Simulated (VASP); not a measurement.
# KYSe2 (P4/mmm) in VASP: a series of runs

The runs below take KYSe2 through single point, with LDA, PBEsol, PBE.

Program: VASP 6.6.1. These are calculated values, not measurements. Logs are shortened: lines on timing, memory, paths and dates and some standing lists are left out, and cuts for length are marked.

## Step 1: The cell of the first run

The structure is tetragonal, space group P4/mmm (No. 123). The conventional cell has a = 4.204 Å, b = 4.204 Å, c = 5.759 Å, α = 90.00°, β = 90.00°, γ = 90.00°. Within 3.8 Å of K (site symmetry 4/mmm) lie 6 Se at 2.88 to 2.97 Å. Within 3.8 Å of Se (site symmetry 4/mmm) lie 2 K at 2.88 Å and 4 Y at 2.97 Å. Se (site symmetry 4/mmm) has 2 Y at 2.88 Å and 4 K at 2.97 Å within 3.8 Å. Within 3.8 Å of Y (site symmetry 4/mmm) lie 6 Se at 2.88 to 2.97 Å.

## Step 2: Single point, LDA

The input, INCAR:

```
SYSTEM = KYSe2
ALGO = Normal ; EDIFF = 1E-6
ENCUT = 520 ; GGA = CA
ISIF = 2 ; ISMEAR = -1
LASPH = .True. ; LCHARG = .False.
LREAL = .False. ; LWAVE = .False.
NBANDS = 24 ; NELM = 100
PREC = Accurate ; SIGMA = 0.02
```

The input, KPOINTS:

```
k-points
0
Gamma
  6 6 4
  0 0 0
```

The input, POSCAR:

```
KYSe2
1.0
    4.2036448391      0.0000000000      0.0000000000
    0.0000000000      4.2036448391      0.0000000000
    0.0000000000      0.0000000000      5.7587425855
K Se Y
1 2 1
Direct
    0.0000000000      0.0000000000      0.0000000000
    0.0000000000      0.0000000000      0.5000000000
    0.5000000000      0.5000000000      0.0000000000
    0.5000000000      0.5000000000      0.5000000000
```

Potentials or basis: VASP PAW LDA potentials, release 64 (K_sv, Se, Y_sv).

Command:

```console
cat potpaw_LDA.64/K_sv/POTCAR potpaw_LDA.64/Se/POTCAR potpaw_LDA.64/Y_sv/POTCAR > POTCAR
mpirun -np 1 vasp_std > vasp.out
```

OUTCAR:

```text
SYSTEM = KYSe2
   EDIFF = 1E-6
   ENCUT = 520
   GGA = CA
   ISIF = 2
   ISMEAR = -1
   LASPH = .True.
   LREAL = .False.
   NELM = 100
   PREC = Accurate

 ion  position               nearest neighbor table
   1  0.000  0.000  0.000-   2 2.88   2 2.88   3 2.97   3 2.97   3 2.97   3 2.97
   2  0.000  0.000  0.500-   1 2.88   1 2.88   4 2.97   4 2.97   4 2.97   4 2.97
   3  0.500  0.500  0.000-   4 2.88   4 2.88   1 2.97   1 2.97   1 2.97   1 2.97
   4  0.500  0.500  0.500-   3 2.88   3 2.88   2 2.97   2 2.97   2 2.97   2 2.97

  LATTYP: Found a simple tetragonal cell.
 ALAT       =     4.2036448391
 C/A-ratio  =     1.3699403270

  Lattice vectors:

 A1 = (   4.2036448391,   0.0000000000,   0.0000000000)
 A2 = (   0.0000000000,   4.2036448391,   0.0000000000)
 A3 = (   0.0000000000,   0.0000000000,   5.7587425855)

Analysis of symmetry for initial positions (statically):
=====================================================================
 Subroutine PRICEL returns:
 Original cell was already a primitive cell.

 Routine SETGRP: Setting up the symmetry group for a
 simple tetragonal supercell.

 Subroutine GETGRP returns: Found 16 space group operations
 (whereof 16 operations were pure point group operations)
 out of a pool of 16 trial point group operations.

The static configuration has the point symmetry D_4h.

Analysis of symmetry for dynamics (positions and initial velocities):
=====================================================================
 Subroutine PRICEL returns:
 Original cell was already a primitive cell.

 Routine SETGRP: Setting up the symmetry group for a
 simple tetragonal supercell.

 Subroutine GETGRP returns: Found 16 space group operations
 (whereof 16 operations were pure point group operations)
 out of a pool of 16 trial point group operations.

The dynamic configuration has the point symmetry D_4h.

 Subroutine INISYM returns: Found 16 space group operations
 (whereof 16 operations are pure point group operations),
 and found     1 'primitive' translations

----------------------------------------------------------------------------------------

                                     Primitive cell

  volume of cell :     101.7606

  direct lattice vectors                    reciprocal lattice vectors
     4.203644839  0.000000000  0.000000000     0.237888794  0.000000000  0.000000000
     0.000000000  4.203644839  0.000000000     0.000000000  0.237888794  0.000000000
     0.000000000  0.000000000  5.758742586     0.000000000  0.000000000  0.173649019

  length of vectors
     4.203644839  4.203644839  5.758742586     0.237888794  0.237888794  0.173649019

  position of ions in fractional coordinates (direct lattice)
     0.000000000  0.000000000  0.000000000
     0.000000000  0.000000000  0.500000000
     0.500000000  0.500000000  0.000000000
     0.500000000  0.500000000  0.500000000

  ion indices of the primitive-cell ions
   primitive index   ion index
                 1           1
                 2           2
                 3           3
                 4           4

----------------------------------------------------------------------------------------

 KPOINTS: k-points

Automatic generation of k-mesh.
 Grid dimensions read from file:
 generate k-points for:    6    6    4

 Generating k-lattice:

  Cartesian coordinates                     Fractional coordinates (reciprocal lattice)
     0.039648132  0.000000000  0.000000000     0.166666667  0.000000000  0.000000000
     0.000000000  0.039648132  0.000000000     0.000000000  0.166666667  0.000000000
     0.000000000  0.000000000  0.043412255     0.000000000  0.000000000  0.250000000

  Length of vectors
     0.039648132  0.039648132  0.043412255

  Shift w.r.t. Gamma in fractional coordinates (k-lattice)
     0.000000000  0.000000000  0.000000000

 Subroutine IBZKPT returns following result:
 ===========================================

 Found     30 irreducible k-points:

 Following reciprocal coordinates:
            Coordinates               Weight
  0.000000  0.000000  0.000000      1.000000
  0.166667  0.000000  0.000000      4.000000
  0.333333  0.000000  0.000000      4.000000
  0.500000  0.000000  0.000000      2.000000
  0.166667  0.166667  0.000000      4.000000
  0.333333  0.166667  0.000000      8.000000
[... 16 lines left out ...]
  0.333333  0.000000  0.500000      4.000000
  0.500000  0.000000  0.500000      2.000000
 [... further k-points ...]
   k-points           NKPTS =     30   k-points in BZ     NKDIM =     30   number of bands    NBANDS=     24
   number of dos      NEDOS =    301   number of ions     NIONS =      4
   total plane-waves  NPLWV =  49152
   dimension x,y,z NGX =    32 NGY =   32 NGZ =   48
   dimension x,y,z NGXF=    64 NGYF=   64 NGZF=   96
   ions per type =               1   2   1
   NGX,Y,Z   is equivalent  to a cutoff of  12.66, 12.66, 13.86 a.u.
   NGXF,Y,Z  is equivalent  to a cutoff of  25.31, 25.31, 27.71 a.u.
 SYSTEM =  KYSe2
   PREC   = accura    normal or accurate (medium, high low for compatibility)
   ISTART =      0    job   : 0-new  1-cont  2-samecut
   ICHARG =      2    charge: 1-file 2-atom 10-const
   ISPIN  =      1    spin polarized calculation?
   LNONCOLLINEAR =      F non collinear calculations
   LSORBIT =      F    spin-orbit coupling
   LASPH  =      T    aspherical Exc in radial PAW
   ENCUT  =  520.0 eV  38.22 Ry    6.18 a.u.   7.82  7.82 10.71*2*pi/ulx,y,z
   NELM   =    100;   NELMIN=  2; NELMDL= -5     # of ELM steps
   EDIFF  = 0.1E-05   stopping-criterion for ELM
   LREAL  =      F    real-space projection
   EDIFFG = 0.1E-04   stopping-criterion for IOM
   NSW    =      0    number of steps for IOM
   IBRION =     -1    ionic relax: 0-MD 1-quasi-New 2-CG
   NFREE  =      0    steps in history (QN), initial steepest desc. (CG)
   ISIF   =      2    stress and relaxation
   ISYM   =      2    0-nonsym 1-usesym 2-fastsym
   POTIM  = 0.5000    time-step for ionic-motion
   TEBEG  =    0.0;   TEEND  =   0.0 temperature during run
   PSTRESS=    0.0 pullay stress
   NELECT =      32.0000    total number of electrons
   NUPDOWN=      -1.0000    fix difference up-down
   EMIN   =  10.00;   EMAX   =-10.00  energy-range for DOS
   EFERMI =   0.00;   METHOD = LEGACY
   ISMEAR =    -1;   SIGMA  =   0.02  broadening in eV -4-tet -1-fermi 0-gaus
   EFERMI_NEDOS =   21; number of points for ismear=-14 and -15
   IALGO  =     38    algorithm
   IMIX   =      4    mixing-type and parameters
     AMIX     =   0.40;   BMIX     =  1.00
     AMIX_MAG =   1.60;   BMIX_MAG =  1.00
  volume/ion in A,a.u.               =      25.44       171.68
  Fermi-wavevector in a.u.,A,eV,Ry     =   1.113264  2.103764 16.862479  1.239357
  Thomas-Fermi vector in A             =   2.249847
   LORBIT       =      0    0 simple, 1 ext, 2 COOP (PROOUT), +10 PAW based schemes
   GGA     = CA    functional components
   LHFCALC =     F    Hartree Fock is set to
   AEXX    =    0.0000 exact exchange contribution
   IVDW    =     0    specifies the selected vdW correction
   LEPSILON=     F    determine dielectric tensor
   LRPA    =     F    only Hartree local field effects (RPA)
 non-spin polarized calculation
  energy-cutoff  :      520.00
  volume of cell :      101.76
 maximum number of plane-waves:      2776
 NGX is ok and might be reduce to    32
   NGX = 15   NGY = 15   NGZ = 21

 number of electron      31.9999999 magnetization

 Free energy of the ion-electron system (eV)
  ---------------------------------------------------
  ext. energy  EPLUGINS =         0.00000000
  ---------------------------------------------------
  free energy    TOTEN  =       -22.51706446 eV

  energy without entropy =      -22.51624988  energy(sigma->0) =      -22.51665717

 E-fermi :   2.5852     XC(G=0):  -9.7372

 val. band max:        2.5511473148   @ k =   0.0000   0.0000   0.0000
 cond. band min:       2.5991939145   @ k =   0.0000   0.0000   0.2500
 fundamental gap:      0.0480465997
 Fermi energy:         2.5851539174

 k-point     1 :       0.0000    0.0000    0.0000
  band No.  band energies     occupation
      1     -40.2904      2.00000
      2     -25.4177      2.00000
      3     -20.3963      2.00000
      4     -20.3963      2.00000
      5     -20.2910      2.00000
      6     -10.1601      2.00000
[... 16 lines left out ...]
     23       7.4234      0.00000
     24       8.5949      0.00000

 k-point     2 :       0.1667    0.0000    0.0000
  band No.  band energies     occupation
      1     -40.2897      2.00000
      2     -25.4148      2.00000
      3     -20.4185      2.00000
      4     -20.3933      2.00000
      5     -20.2894      2.00000
      6     -10.0761      2.00000
[... 16 lines left out ...]
     23       7.9502      0.00000
     24       9.2630      0.00000

 k-point     3 :       0.3333    0.0000    0.0000
  band No.  band energies     occupation
      1     -40.2882      2.00000
      2     -25.4092      2.00000
      3     -20.4624      2.00000
      4     -20.3872      2.00000
      5     -20.2862      2.00000
      6     -10.0772      2.00000
[... 16 lines left out ...]
     23       8.5138      0.00000
     24       8.9285      0.00000

 k-point     4 :       0.5000    0.0000    0.0000
  band No.  band energies     occupation
      1     -40.2875      2.00000
      2     -25.4064      2.00000
      3     -20.4841      2.00000
      4     -20.3841      2.00000
      5     -20.2845      2.00000
      6     -10.1835      2.00000
[... 16 lines left out ...]
     23       8.5990      0.00000
     24       9.4139      0.00000

 k-point     5 :       0.1667    0.1667    0.0000
  band No.  band energies     occupation
      1     -40.2889      2.00000
      2     -25.4121      2.00000
      3     -20.4175      2.00000
      4     -20.4117      2.00000
      5     -20.2878      2.00000
      6     -10.0195      2.00000
[... 16 lines left out ...]
     23       8.5332      0.00000
     24       9.1686      0.00000

 k-point     6 :       0.3333    0.1667    0.0000
  band No.  band energies     occupation
      1     -40.2875      2.00000
      2     -25.4066      2.00000
      3     -20.4569      2.00000
      4     -20.4065      2.00000
      5     -20.2847      2.00000
      6      -9.9986      2.00000
[... 16 lines left out ...]
     23       9.1272      0.00000
     24       9.3596      0.00000
[... 379 lines left out ...]
 k-point    21 :       0.0000    0.0000    0.5000
  band No.  band energies     occupation
      1     -40.2904      2.00000
      2     -25.4171      2.00000
      3     -20.3960      2.00000
      4     -20.3960      2.00000
      5     -20.3001      2.00000
      6     -10.7419      2.00000
[... 16 lines left out ...]
     23       8.5071      0.00000
     24      10.1531      0.00000

 k-point    22 :       0.1667    0.0000    0.5000
  band No.  band energies     occupation
      1     -40.2897      2.00000
      2     -25.4141      2.00000
      3     -20.4185      2.00000
      4     -20.3930      2.00000
      5     -20.2987      2.00000
      6     -10.6710      2.00000
[... 16 lines left out ...]
     23       8.8136      0.00000
     24       9.6016      0.00000

 k-point    23 :       0.3333    0.0000    0.5000
  band No.  band energies     occupation
      1     -40.2882      2.00000
      2     -25.4083      2.00000
      3     -20.4628      2.00000
      4     -20.3869      2.00000
      5     -20.2961      2.00000
      6     -10.5282      2.00000
[... 16 lines left out ...]
     23       9.0095      0.00000
     24       9.5719      0.00000

 k-point    24 :       0.5000    0.0000    0.5000
  band No.  band energies     occupation
      1     -40.2874      2.00000
      2     -25.4054      2.00000
      3     -20.4847      2.00000
      4     -20.3839      2.00000
      5     -20.2947      2.00000
      6     -10.4566      2.00000
[... 16 lines left out ...]
     23       9.2329      0.00000
     24       9.8419      0.00000

 [... further k-points ...]

------------------------ aborting loop because EDIFF is reached ----------------------------------------

  FORCE on cell =-STRESS in cart. coord.  units (eV):
  Direction    XX          YY          ZZ          XY          YZ          ZX
  --------------------------------------------------------------------------------------
  -------------------------------------------------------------------------------------
  Total        0.1198342      0.1198342      0.1745022      0.0000000      0.0000000      0.0000000
  in kB        1.8867377      1.8867377      2.7474626      0.0000000      0.0000000      0.0000000
  external PRESSURE =       2.1736460 kB  Pullay stress =       0.0000000 kB

 VOLUME and BASIS-vectors are now :
 -----------------------------------------------------------------------------
  energy-cutoff  :      520.00
  volume of cell :      101.76
      direct lattice vectors                 reciprocal lattice vectors
     4.203644839  0.000000000  0.000000000     0.237888794  0.000000000  0.000000000
     0.000000000  4.203644839  0.000000000     0.000000000  0.237888794  0.000000000
     0.000000000  0.000000000  5.758742586     0.000000000  0.000000000  0.173649019

 POSITION                                       TOTAL-FORCE (eV/Angst)
 -----------------------------------------------------------------------------------
      0.00000      0.00000      0.00000         0.000000      0.000000      0.000000
      0.00000      0.00000      2.87937         0.000000      0.000000      0.000000
      2.10182      2.10182      0.00000         0.000000      0.000000      0.000000
      2.10182      2.10182      2.87937         0.000000      0.000000      0.000000
 -----------------------------------------------------------------------------------
    total drift:                                0.000000     -0.000000     -0.000000

  FREE ENERGIE OF THE ION-ELECTRON SYSTEM (eV)
  ---------------------------------------------------
  free  energy   TOTEN  =       -22.5170644560 eV

  energy  without entropy=      -22.5162498805  energy(sigma->0) =      -22.51665717
```

Wall time 64 s (1 thread of Oxide Virtual Turin-like, shared host); peak memory 0.2 GiB.

What came out:

```yaml
Free_energy: -22.5171 eV
Pressure: 0.2 GPa
Band_gap_on_the_k_mesh: zero (bands 16 and 17 overlap by 0.01 eV)
```

Levels at points of the mesh, in eV from the Fermi level:
| k point | band 12 | band 13 | band 14 | band 15 | band 16 | band 17 | band 18 | band 19 | band 20 | band 21 |
| --- | --- | --- | --- | --- | --- | --- | --- | --- | --- | --- |
| (0.00, 0.00, 0.00) | -1.82 | -1.82 | -0.38 | -0.03 | 0.02 | 0.02 | 1.98 | 2.07 | 2.07 | 2.14 |
| (0.50, 0.00, 0.00) | -2.92 | -2.01 | -1.82 | -1.68 | -0.73 | 2.48 | 2.86 | 2.95 | 3.37 | 4.86 |
| (0.50, 0.50, 0.00) | -3.12 | -1.22 | -1.02 | -0.69 | -0.69 | 0.67 | 0.67 | 2.94 | 3.37 | 3.64 |
| (0.00, 0.00, 0.50) | -2.40 | -1.84 | -1.84 | -0.51 | -0.51 | 0.07 | 2.01 | 2.30 | 3.45 | 3.45 |
| (0.50, 0.00, 0.50) | -3.29 | -2.98 | -2.56 | -1.10 | -1.02 | 3.00 | 3.54 | 3.61 | 3.78 | 4.56 |
| (0.50, 0.50, 0.50) | -3.10 | -2.72 | -1.96 | -1.53 | -1.53 | 2.71 | 2.71 | 3.04 | 3.42 | 3.65 |

Caveat: semilocal functionals underestimate gaps, and a narrow one can read as zero.

## Step 3: Single point, PBEsol

This run uses another cell than the first one, of 26.39 Å³/atom.

The input, INCAR:

```
SYSTEM = KYSe2
  PREC = Accurate
  ENCUT = 520
  EDIFF = 1E-6
  ISMEAR = -1
  SIGMA = 0.02
  LREAL = .FALSE.
  LASPH = .TRUE.
  NELM = 100
  ALGO = Normal
  ISIF = 2
  LWAVE = .FALSE.
  LCHARG = .FALSE.
  GGA = PS
  NBANDS = 24
```

The input, KPOINTS:

```
regular mesh
0
G
  6 6 4
  0 0 0
```

The input, POSCAR:

```
KYSe2
1.0
    4.2626022522      0.0000000000      0.0000000000
    0.0000000000      4.2626022522      0.0000000000
    0.0000000000      0.0000000000      5.8102186471
K Se Y
1 2 1
Direct
    0.0000000000      0.0000000000      0.0000000000
    0.0000000000      0.0000000000      0.5000000000
    0.5000000000      0.5000000000      0.0000000000
    0.5000000000      0.5000000000      0.5000000000
```

Potentials or basis: VASP PAW PBE potentials, release 64 (K_sv, Se, Y_sv).

Command:

```console
cat potpaw_PBE.64/K_sv/POTCAR potpaw_PBE.64/Se/POTCAR potpaw_PBE.64/Y_sv/POTCAR > POTCAR
mpirun -np 1 vasp_std > vasp.out
```

Wall time 60 s (1 thread of Oxide Virtual Turin-like, shared host); peak memory 0.24 GiB.

The run converged. Its results:

```yaml
Free_energy: -21.5003 eV
Pressure: 0.2 GPa
Band_gap_on_the_k_mesh: 0.05 eV
```

Stress tensor (GPa, compression positive):
```
0.13 0.00 0.00
0.00 0.13 0.00
0.00 0.00 0.21
```

Levels at points of the mesh, in eV from the valence-band top:
```tsv
k point	band 12	band 13	band 14	band 15	band 16	band 17	band 18	band 19	band 20	band 21
(0.00, 0.00, 0.00)	-1.84	-1.84	-0.41	0.00	0.00	0.05	1.93	1.97	2.07	2.07
(0.50, 0.00, 0.00)	-2.86	-1.91	-1.78	-1.66	-0.67	2.44	2.77	2.87	3.25	4.70
(0.50, 0.50, 0.00)	-3.11	-1.24	-1.04	-0.69	-0.69	0.75	0.75	2.84	3.20	3.53
(0.00, 0.00, 0.50)	-2.34	-1.86	-1.86	-0.52	-0.52	0.14	1.95	2.14	3.38	3.38
(0.50, 0.00, 0.50)	-3.17	-2.91	-2.50	-1.03	-0.95	2.91	3.46	3.52	3.66	4.49
(0.50, 0.50, 0.50)	-3.08	-2.68	-1.91	-1.50	-1.50	2.68	2.68	2.92	3.24	3.53
```

Caveat: semilocal functionals underestimate gaps, and a narrow one can read as zero; the PAW data sets were made with another functional, which shifts forces and pressure a little. A k mesh can miss the band edges.

## Step 4: Single point, PBE

This run uses another cell than the first one, of 27.38 Å³/atom.

The input, INCAR:

```
SYSTEM = KYSe2
ALGO     = Normal         ! electronic algorithm
EDIFF    = 1E-6           ! SCF threshold, eV
ENCUT    = 520            ! plane-wave cutoff, eV
GGA      = PE             ! functional
ISIF     = 2              ! what is computed and relaxed
ISMEAR   = -1             ! smearing method
LASPH    = .True.         ! aspherical terms in the spheres
LCHARG   = .False.        ! write CHGCAR
LREAL    = .False.        ! projectors in reciprocal space
LWAVE    = .False.        ! write WAVECAR
NBANDS   = 24             ! bands
NELM     = 80             ! most SCF steps
PREC     = Accurate       ! precision mode
SIGMA    = 0.02           ! smearing width, eV
```

The input, KPOINTS:

```
k-points
0
Gamma
  6 6 4
  0 0 0
```

The input, POSCAR:

```
KYSe2
1.0
    4.3197464616      0.0000000000      0.0000000000
    0.0000000000      4.3197464616      0.0000000000
    0.0000000000      0.0000000000      5.8682760708
K Se Y
1 2 1
Direct
    0.0000000000      0.0000000000      0.0000000000
    0.0000000000      0.0000000000      0.5000000000
    0.5000000000      0.5000000000      0.0000000000
    0.5000000000      0.5000000000      0.5000000000
```

Command:

```console
cat potpaw_PBE.64/K_sv/POTCAR potpaw_PBE.64/Se/POTCAR potpaw_PBE.64/Y_sv/POTCAR > POTCAR
mpirun -np 1 vasp_std > vasp.out
```

It took 58 s on 1 thread of Oxide Virtual Turin-like, shared host; peak memory 0.24 GiB.

It converged, with:

* Free energy: -20.2862 eV
* Pressure: 0.7 GPa
* Band gap on the k mesh: 0.19 eV

Stress tensor (GPa, compression positive):
```
0.68 0.00 0.00
0.00 0.68 0.00
0.00 0.00 0.77
```

Levels at points of the mesh, in eV from the valence-band top:
```csv
k point,band 13,band 14,band 15,band 16,band 17,band 18,band 19,band 20
"(0.00, 0.00, 0.00)",-1.81,-0.41,0.00,0.00,0.19,1.89,1.90,2.07
"(0.50, 0.00, 0.00)",-1.76,-1.70,-1.59,-0.60,2.40,2.69,2.77,3.14
"(0.50, 0.50, 0.00)",-1.21,-1.03,-0.66,-0.66,0.89,0.89,2.75,3.02
"(0.00, 0.00, 0.50)",-1.82,-1.82,-0.49,-0.49,0.27,1.91,2.05,3.28
"(0.50, 0.00, 0.50)",-2.80,-2.41,-0.94,-0.87,2.82,3.35,3.40,3.70
"(0.50, 0.50, 0.50)",-2.59,-1.81,-1.42,-1.42,2.66,2.66,2.83,3.06
```

Caveat: semilocal functionals underestimate gaps, and a narrow one can read as zero. A k mesh can miss the band edges.

(Part 1 of 2 ends here.)

The gap in the log of VASP goes by the Fermi energy; the results here count the filled bands.